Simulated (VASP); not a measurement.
Crystal: Cr.

```
Cr
1.0
    -1.39425    1.39425    1.39425
     1.39425   -1.39425    1.39425
     1.39425    1.39425   -1.39425
Cr
1
Direct
  0.00000 0.00000 0.00000
```

Base run:

```yaml
Program: VASP 6.6.1
Functional: LDA
Potentials_or_basis: VASP PAW LDA potentials, release 64 (Cr_pv)
Cutoff: 500 eV
k_mesh: 16 × 16 × 16
Occupations: gaussian, width 0.6 eV
Spin: no spin polarisation
```

Its results: band gap on the k mesh zero (bands 6 and 7 overlap by 3.71 eV); pressure 1.0 GPa.

Q: The run is repeated on the same cell with these changes: occupations from gaussian, width 0.6 eV to methfessel-paxton, width 0.01 eV. What comes out?

A: Band gap on the k mesh zero (bands 6 and 7 overlap by 3.70 eV); pressure 0.0 GPa.

Caveats: an empty level that is flat over the whole mesh can mark a ghost state of the potentials, or a narrow d or f band; the run has no spin polarisation, though such a crystal can be magnetic; so wide a smearing shifts energies and pressures (at least some runs).
